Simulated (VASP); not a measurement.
Input of a VASP 6.6.1 run:

The input POSCAR:

```
SnTe
1.0
    0.0000000000      3.5833394729      3.5833394729
    3.5833394729      0.0000000000      3.5833394729
    3.5833394729      3.5833394729      0.0000000000
Te Sn
1 1
Direct
    0.2500000000      0.2500000000      0.2500000000
    0.0000000000      0.0000000000      0.0000000000
```

File INCAR.step1:

```
PREC     = Accurate       # precision mode
ENCUT    = 520            # plane-wave cutoff, eV
ISMEAR   = -1             # smearing method
SIGMA    = 0.05           # smearing width, eV
LREAL    = False          # projectors in reciprocal space
LASPH    = True           # aspherical terms in the spheres
NELM     = 80             # most SCF steps
NBANDS   = 17             # bands
GGA      = PE             # functional
ALGO     = Normal         # electronic algorithm
EDIFF    = 1E-4           # SCF threshold, eV
LWAVE    = True           # write WAVECAR
LCHARG   = False          # write CHGCAR
```

The input INCAR.step2:

```
PREC     = Accurate       # precision mode
ENCUT    = 520            # plane-wave cutoff, eV
EDIFF    = 1E-7           # SCF threshold, eV
ISMEAR   = -1             # smearing method
SIGMA    = 0.05           # smearing width, eV
LREAL    = False          # projectors in reciprocal space
LASPH    = True           # aspherical terms in the spheres
NELM     = 80             # most SCF steps
ALGO     = Normal         # electronic algorithm
ISIF     = 2              # what is computed and relaxed
LWAVE    = False          # write WAVECAR
LCHARG   = False          # write CHGCAR
METAGGA  = R2SCAN         # meta-GGA
LMIXTAU  = True         
NBANDS   = 17             # bands
ISTART   = 1
```

The input KPOINTS:

```
Automatic mesh
0
Gamma
  7 7 7
```

Potentials or basis: VASP PAW PBE potentials, release 64 (Te, Sn_d).

Launch:

```console
$ cat potpaw_PBE.64/Te/POTCAR potpaw_PBE.64/Sn_d/POTCAR > POTCAR
$ cp INCAR.step1 INCAR
$ mpirun -np 1 vasp_std > vasp.out
$ cp INCAR.step2 INCAR
$ mpirun -np 1 vasp_std > vasp.out
```

(1) Estimate the band gap on the k mesh.

(2) Predict the pressure.

## Answers

(1) 0.34 eV (least direct gap 0.90 eV).

(2) 0.0 GPa.

Caveat: semilocal functionals underestimate gaps, and a narrow one can read as zero; the PAW data sets were made with another functional, which shifts forces and pressure a little; spin-orbit coupling is left out, which moves the levels of the heavy elements; an odd mesh through Γ misses points on the zone boundary, where band edges can lie.
